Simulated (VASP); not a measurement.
# HfN in VASP: notebook

The runs below take HfN through single point, with PBE.

Everything below comes from runs of VASP 6.6.1. Logs are shortened: lines on timing, memory, paths and dates and some standing lists are left out, and cuts for length are marked.

### 1 The cell of the first run

The cell holds a wire with vacuum, 2 atoms: a = 10.800 Å, b = 9.300 Å, c = 2.169 Å, α = 90.00°, β = 90.00°, γ = 90.00°.

### 2 Single point, PBE, collinear spin, ferromagnetic start

INCAR reads:

```
SYSTEM = HfN
PREC = Accurate
ENCUT = 520
EDIFF = 1E-6
ISMEAR = 0
SIGMA = 0.05
LREAL = .FALSE.
LASPH = .TRUE.
NELM = 150
ALGO = Normal
ISIF = 2
LWAVE = .FALSE.
LCHARG = .FALSE.
ISPIN = 2
MAGMOM = 1.5 0.5
LORBIT = 11
LMAXMIX = 4
GGA = PE
NBANDS = 18
```

KPOINTS reads:

```
regular mesh
0
G
  1 1 29
  0 0 0
```

POSCAR reads:

```
HfN
1.0
   10.8000000000      0.0000000000      0.0000000000
    0.0000000000      9.3000000000      0.0000000000
    0.0000000000      0.0000000000      2.1692962605
Hf N
1 1
Direct
    0.4147289206      0.5000000000      0.0000000000
    0.5852710794      0.5000000000      0.5000000000
```

Potentials or basis: VASP PAW PBE potentials, release 64 (Hf_pv, N).

Launch:

```bash
cat potpaw_PBE.64/Hf_pv/POTCAR potpaw_PBE.64/N/POTCAR > POTCAR
mpirun -np 1 vasp_std > vasp.out
```

OUTCAR:

```text
SYSTEM = HfN
   PREC = Accurate
   ENCUT = 520
   EDIFF = 1E-6
   ISMEAR = 0
   LREAL = .FALSE.
   LASPH = .TRUE.
   NELM = 150
   ISIF = 2
   ISPIN = 2
   LORBIT = 11
   GGA = PE

 ion  position               nearest neighbor table
   1  0.415  0.500  0.000-   2 2.14   2 2.14
   2  0.585  0.500  0.500-   1 2.14   1 2.14

  LATTYP: Found a simple orthorhombic cell.
 ALAT       =     2.1692962605
 B/A-ratio  =     4.2871046105
 C/A-ratio  =     4.9785730961

  Lattice vectors:

 A1 = (   0.0000000000,   0.0000000000,  -2.1692962605)
 A2 = (   0.0000000000,   9.3000000000,   0.0000000000)
 A3 = (  10.8000000000,   0.0000000000,   0.0000000000)

Analysis of symmetry for initial positions (statically):
=====================================================================
 Subroutine PRICEL returns:
 Original cell was already a primitive cell.

 Routine SETGRP: Setting up the symmetry group for a
 simple orthorhombic supercell.

 Subroutine GETGRP returns: Found  4 space group operations
 (whereof  4 operations were pure point group operations)
 out of a pool of  8 trial point group operations.

The static configuration has the point symmetry C_2v.

Analysis of symmetry for dynamics (positions and initial velocities):
=====================================================================
 Subroutine PRICEL returns:
 Original cell was already a primitive cell.

 Routine SETGRP: Setting up the symmetry group for a
 simple orthorhombic supercell.

 Subroutine GETGRP returns: Found  4 space group operations
 (whereof  4 operations were pure point group operations)
 out of a pool of  8 trial point group operations.

The dynamic configuration has the point symmetry C_2v.

Analysis of structural, dynamic, and magnetic symmetry:
=====================================================================
 Subroutine PRICEL returns:
 Original cell was already a primitive cell.

 Routine SETGRP: Setting up the symmetry group for a
 simple orthorhombic supercell.

 Subroutine GETGRP returns: Found  4 space group operations
 (whereof  4 operations were pure point group operations)
 out of a pool of  8 trial point group operations.

The overall configuration has the point symmetry C_2v.

 Subroutine INISYM returns: Found  4 space group operations
 (whereof  4 operations are pure point group operations),
 and found     1 'primitive' translations

----------------------------------------------------------------------------------------

                                     Primitive cell

  volume of cell :     217.8841

  direct lattice vectors                    reciprocal lattice vectors
    10.800000000  0.000000000  0.000000000     0.092592593  0.000000000  0.000000000
     0.000000000  9.300000000  0.000000000     0.000000000  0.107526882  0.000000000
     0.000000000  0.000000000  2.169296260     0.000000000  0.000000000  0.460978990

  length of vectors
    10.800000000  9.300000000  2.169296260     0.092592593  0.107526882  0.460978990

  position of ions in fractional coordinates (direct lattice)
     0.414728921  0.500000000  0.000000000
     0.585271079  0.500000000  0.500000000

  ion indices of the primitive-cell ions
   primitive index   ion index
                 1           1
                 2           2

----------------------------------------------------------------------------------------

 KPOINTS: regular mesh

Automatic generation of k-mesh.
 Grid dimensions read from file:
 generate k-points for:    1    1   29

 Generating k-lattice:

  Cartesian coordinates                     Fractional coordinates (reciprocal lattice)
     0.092592593  0.000000000  0.000000000     1.000000000  0.000000000  0.000000000
     0.000000000  0.107526882  0.000000000     0.000000000  1.000000000  0.000000000
     0.000000000  0.000000000  0.015895827     0.000000000  0.000000000  0.034482759

  Length of vectors
     0.092592593  0.107526882  0.015895827

  Shift w.r.t. Gamma in fractional coordinates (k-lattice)
     0.000000000  0.000000000  0.000000000

 Subroutine IBZKPT returns following result:
 ===========================================

 Found     15 irreducible k-points:

 Following reciprocal coordinates:
            Coordinates               Weight
  0.000000  0.000000  0.000000      1.000000
  0.000000  0.000000  0.034483      2.000000
  0.000000  0.000000  0.068966      2.000000
  0.000000  0.000000  0.103448      2.000000
  0.000000  0.000000  0.137931      2.000000
  0.000000  0.000000  0.172414      2.000000
  0.000000  0.000000  0.206897      2.000000
  0.000000  0.000000  0.241379      2.000000
  0.000000  0.000000  0.275862      2.000000
  0.000000  0.000000  0.310345      2.000000
  0.000000  0.000000  0.344828      2.000000
  0.000000  0.000000  0.379310      2.000000
  0.000000  0.000000  0.413793      2.000000
  0.000000  0.000000  0.448276      2.000000
  0.000000  0.000000  0.482759      2.000000
   k-points           NKPTS =     15   k-points in BZ     NKDIM =     15   number of bands    NBANDS=     18
   number of dos      NEDOS =    301   number of ions     NIONS =      2
   total plane-waves  NPLWV =  89600
   dimension x,y,z NGX =    80 NGY =   70 NGZ =   16
   dimension x,y,z NGXF=   160 NGYF=  140 NGZF=   32
   ions per type =               1   1
   NGX,Y,Z   is equivalent  to a cutoff of  12.31, 12.51, 12.26 a.u.
   NGXF,Y,Z  is equivalent  to a cutoff of  24.63, 25.03, 24.52 a.u.
 SYSTEM =  HfN
   PREC   = accura    normal or accurate (medium, high low for compatibility)
   ISTART =      0    job   : 0-new  1-cont  2-samecut
   ICHARG =      2    charge: 1-file 2-atom 10-const
   ISPIN  =      2    spin polarized calculation?
   LNONCOLLINEAR =      F non collinear calculations
   LSORBIT =      F    spin-orbit coupling
   LASPH  =      T    aspherical Exc in radial PAW
   ENCUT  =  520.0 eV  38.22 Ry    6.18 a.u.  20.08 17.29  4.03*2*pi/ulx,y,z
   NELM   =    150;   NELMIN=  2; NELMDL= -5     # of ELM steps
   EDIFF  = 0.1E-05   stopping-criterion for ELM
   LREAL  =      F    real-space projection
   EDIFFG = 0.1E-04   stopping-criterion for IOM
   NSW    =      0    number of steps for IOM
   IBRION =     -1    ionic relax: 0-MD 1-quasi-New 2-CG
   NFREE  =      0    steps in history (QN), initial steepest desc. (CG)
   ISIF   =      2    stress and relaxation
   ISYM   =      2    0-nonsym 1-usesym 2-fastsym
   POTIM  = 0.5000    time-step for ionic-motion
   TEBEG  =    0.0;   TEEND  =   0.0 temperature during run
   PSTRESS=    0.0 pullay stress
   NELECT =      15.0000    total number of electrons
   NUPDOWN=      -1.0000    fix difference up-down
   EMIN   =  10.00;   EMAX   =-10.00  energy-range for DOS
   EFERMI =   0.00;   METHOD = LEGACY
   ISMEAR =     0;   SIGMA  =   0.05  broadening in eV -4-tet -1-fermi 0-gaus
   EFERMI_NEDOS =   21; number of points for ismear=-14 and -15
   IALGO  =     38    algorithm
   IMIX   =      4    mixing-type and parameters
     AMIX     =   0.40;   BMIX     =  1.00
     AMIX_MAG =   1.60;   BMIX_MAG =  1.00
  volume/ion in A,a.u.               =     108.94       735.18
  Fermi-wavevector in a.u.,A,eV,Ry     =   0.670960  1.267931  6.125173  0.450188
  Thomas-Fermi vector in A             =   1.746635
   LORBIT       =     11    0 simple, 1 ext, 2 COOP (PROOUT), +10 PAW based schemes
   GGA     = PE    functional components
   LHFCALC =     F    Hartree Fock is set to
   AEXX    =    0.0000 exact exchange contribution
   IVDW    =     0    specifies the selected vdW correction
   LEPSILON=     F    determine dielectric tensor
   LRPA    =     F    only Hartree local field effects (RPA)
 spin polarized calculation
 Gauss-broadening in eV      SIGMA  =   0.05
  energy-cutoff  :      520.00
  volume of cell :      217.88
 maximum number of plane-waves:      5926
   NGX = 41   NGY = 35   NGZ =  9

 number of electron      14.9999999 magnetization       0.5167760

 Free energy of the ion-electron system (eV)
  ---------------------------------------------------
  ext. energy  EPLUGINS =         0.00000000
  ---------------------------------------------------
  free energy    TOTEN  =       -12.12198715 eV

  energy without entropy =      -12.12039532  energy(sigma->0) =      -12.12119124

 E-fermi :  -3.3368     XC(G=0):  -2.8118

 val. band max:       -3.4109172889   @ k =   0.0000   0.0000   0.2414
 cond. band min:      -3.3314296424   @ k =   0.0000   0.0000   0.4138
 fundamental gap:      0.0794876465
 Fermi energy:        -3.3367943634

 spin component 1

 k-point     1 :       0.0000    0.0000    0.0000
  band No.  band energies     occupation
      1     -34.6946      1.00000
      2     -34.6761      1.00000
      3     -30.4714      1.00000
      4     -17.8928      1.00000
      5      -7.2961      1.00000
      6      -6.8225      1.00000
[... 10 lines left out ...]
     17       3.0575      0.00000
     18       3.0832      0.00000

 k-point     2 :       0.0000    0.0000    0.0345
  band No.  band energies     occupation
      1     -34.6804      1.00000
      2     -34.6630      1.00000
      3     -30.6007      1.00000
      4     -17.8679      1.00000
      5      -7.1693      1.00000
      6      -6.7974      1.00000
[... 10 lines left out ...]
     17       3.0919      0.00000
     18       3.1155      0.00000

 k-point     3 :       0.0000    0.0000    0.0690
  band No.  band energies     occupation
      1     -34.6382      1.00000
      2     -34.6241      1.00000
      3     -30.9720      1.00000
      4     -17.7945      1.00000
      5      -6.8542      1.00000
      6      -6.7227      1.00000
[... 223 lines left out ...]
 k-point    14 :       0.0000    0.0000    0.4483
  band No.  band energies     occupation
      1     -38.0257      1.00000
      2     -33.4606      1.00000
      3     -33.3586      1.00000
      4     -15.4886      1.00000
      5      -8.2727      1.00000
      6      -6.7451      1.00000
[... 10 lines left out ...]
     17       8.0404      0.00000
     18       8.0716      0.00000

 k-point    15 :       0.0000    0.0000    0.4828
  band No.  band energies     occupation
      1     -38.1630      1.00000
      2     -33.4280      1.00000
      3     -33.3221      1.00000
      4     -15.4160      1.00000
      5      -8.3486      1.00000
      6      -6.8750      1.00000
[... 10 lines left out ...]
     17       8.0187      0.00000
     18       8.5341      0.00000
 Fermi energy:        -3.3367943634

 spin component 2

 k-point     1 :       0.0000    0.0000    0.0000
  band No.  band energies     occupation
      1     -34.6004      1.00000
      2     -34.5261      1.00000
      3     -30.3835      1.00000
      4     -17.5868      1.00000
      5      -7.1344      1.00000
      6      -6.4805      1.00000
[... 10 lines left out ...]
     17       3.1366      0.00000
     18       3.1467      0.00000

 k-point     2 :       0.0000    0.0000    0.0345
  band No.  band energies     occupation
      1     -34.5862      1.00000
      2     -34.5131      1.00000
      3     -30.5119      1.00000
      4     -17.5617      1.00000
      5      -7.0113      1.00000
      6      -6.4546      1.00000
[... 10 lines left out ...]
     17       3.1693      0.00000
     18       3.1818      0.00000

 k-point     3 :       0.0000    0.0000    0.0690
  band No.  band energies     occupation
      1     -34.5440      1.00000
      2     -34.4746      1.00000
      3     -30.8809      1.00000
      4     -17.4877      1.00000
      5      -6.7060      1.00000
      6      -6.3777      1.00000
[... 223 lines left out ...]
 k-point    14 :       0.0000    0.0000    0.4483
  band No.  band energies     occupation
      1     -37.9056      1.00000
      2     -33.3262      1.00000
      3     -33.2638      1.00000
      4     -15.1803      1.00000
      5      -8.0066      1.00000
      6      -6.4036      1.00000
[... 10 lines left out ...]
     17       8.0944      0.00000
     18       8.1892      0.00000

 k-point    15 :       0.0000    0.0000    0.4828
  band No.  band energies     occupation
      1     -38.0425      1.00000
      2     -33.2941      1.00000
      3     -33.2274      1.00000
      4     -15.1090      1.00000
      5      -8.0668      1.00000
      6      -6.5510      1.00000
[... 10 lines left out ...]
     17       8.0789      0.00000
     18       8.6198      0.00000

------------------------ aborting loop because EDIFF is reached ----------------------------------------

  FORCE on cell =-STRESS in cart. coord.  units (eV):
  Direction    XX          YY          ZZ          XY          YZ          ZX
  --------------------------------------------------------------------------------------
  -------------------------------------------------------------------------------------
  Total       -4.1064596     -0.0436895     17.5826214      0.0000000      0.0000000      0.0000000
  in kB      -30.1962192     -0.3212639    129.2911018      0.0000000      0.0000000      0.0000000
  external PRESSURE =      32.9245396 kB  Pullay stress =       0.0000000 kB

 VOLUME and BASIS-vectors are now :
 -----------------------------------------------------------------------------
  energy-cutoff  :      520.00
  volume of cell :      217.88
      direct lattice vectors                 reciprocal lattice vectors
    10.800000000  0.000000000  0.000000000     0.092592593  0.000000000  0.000000000
     0.000000000  9.300000000  0.000000000     0.000000000  0.107526882  0.000000000
     0.000000000  0.000000000  2.169296260     0.000000000  0.000000000  0.460978990

 POSITION                                       TOTAL-FORCE (eV/Angst)
 -----------------------------------------------------------------------------------
      4.47907      4.65000      0.00000         2.173971      0.000000      0.000000
      6.32093      4.65000      1.08465        -2.173971      0.000000      0.000000
 -----------------------------------------------------------------------------------
    total drift:                               -0.000213     -0.000000      0.000000

  FREE ENERGIE OF THE ION-ELECTRON SYSTEM (eV)
  ---------------------------------------------------
  free  energy   TOTEN  =       -12.1219871487 eV

  energy  without entropy=      -12.1203953230  energy(sigma->0) =      -12.12119124

 total charge

# of ion       s       p       d       tot
------------------------------------------
    1        0.443   6.331   2.458   9.231
    2        1.360   2.081   0.000   3.441
--------------------------------------------------
tot          1.802   8.412   2.458  12.673

 magnetization (x)

# of ion       s       p       d       tot
------------------------------------------
    1        0.013   0.022   0.190   0.225
    2        0.006   0.153   0.000   0.159
--------------------------------------------------
tot          0.019   0.175   0.190   0.384
```

It took 90 s on 1 thread of Intel Xeon 6975P-C (Granite Rapids), shared host; peak memory 0.41 GiB.

Results:

```yaml
Free_energy: -12.1220 eV
Largest_force: 2.174 eV/Å
Net_moment: 0.52 μB per cell
Site_moments: Hf +0.23; N +0.16 μB
Valence_electrons_inside_the_program's_atomic_spheres: Hf 9.23; N 3.44
```

Forces in eV/Å, atoms in the order of the input:
```
Hf   2.174  0.000  0.000
N   -2.174  0.000  0.000
```

Caveat: spin-orbit coupling is left out, which moves the levels of the heavy elements.

### 3 Single point, PBE, collinear spin, ferromagnetic start

This run uses another cell than the first one, of 169.58 Å³/atom, 1.557 times its volume.

INCAR reads:

```
PREC = Accurate
ENCUT = 520
EDIFF = 1E-7
ISMEAR = 0
SIGMA = 0.05
LREAL = False
LASPH = True
NELM = 150
ALGO = Normal
ISIF = 2
LWAVE = False
LCHARG = False
ISPIN = 2
MAGMOM = 1.5 0.5
LORBIT = 11
LMAXMIX = 4
GGA = PE
NBANDS = 18
```

KPOINTS reads:

```
Automatic mesh
0
Gamma
  1 1 18
```

POSCAR reads:

```
HfN
1.0
    9.9000000000      0.0000000000      0.0000000000
    0.0000000000      9.3000000000      0.0000000000
    0.0000000000      0.0000000000      3.6837106311
Hf N
1 1
Direct
    0.4534885021      0.5000000000      0.0000000000
    0.5465114979      0.5000000000      0.5000000000
```

Potentials or basis: VASP PAW PBE potentials, release 64 (Hf_pv, N).

Launch:

```bash
cat potpaw_PBE.64/Hf_pv/POTCAR potpaw_PBE.64/N/POTCAR > POTCAR
mpirun -np 1 vasp_std > vasp.out
```

Wall time 3.3 min (1 thread of Intel Xeon 6975P-C (Granite Rapids), shared host); peak memory 0.58 GiB.

The run converged. Its results:

```
Free energy                                           : -16.3036 eV
Largest force                                         : 2.281 eV/Å
Net moment                                            : 0.00 μB per cell
Valence electrons inside the program's atomic spheres : Hf 8.09; N 3.60
```

Forces on the atoms (eV/Å):
```
Hf   2.281  0.000  0.000
N   -2.281  0.000  0.000
```

Levels at points of the mesh, in eV from the Fermi level:
Spin up:
```csv
k point,band 5,band 6,band 7,band 8,band 9,band 10
"(0.00, 0.00, 0.00)",-2.58,-2.47,-1.44,-0.62,0.98,1.13
"(0.00, 0.00, 0.50)",-2.98,-2.26,-0.82,0.56,1.34,1.53
```
Spin down:
```tsv
k point	band 5	band 6	band 7	band 8	band 9	band 10
(0.00, 0.00, 0.00)	-2.58	-2.47	-1.44	-0.61	0.98	1.13
(0.00, 0.00, 0.50)	-2.98	-2.26	-0.82	0.56	1.34	1.53
```

Caveat: spin-orbit coupling is left out, which moves the levels of the heavy elements.
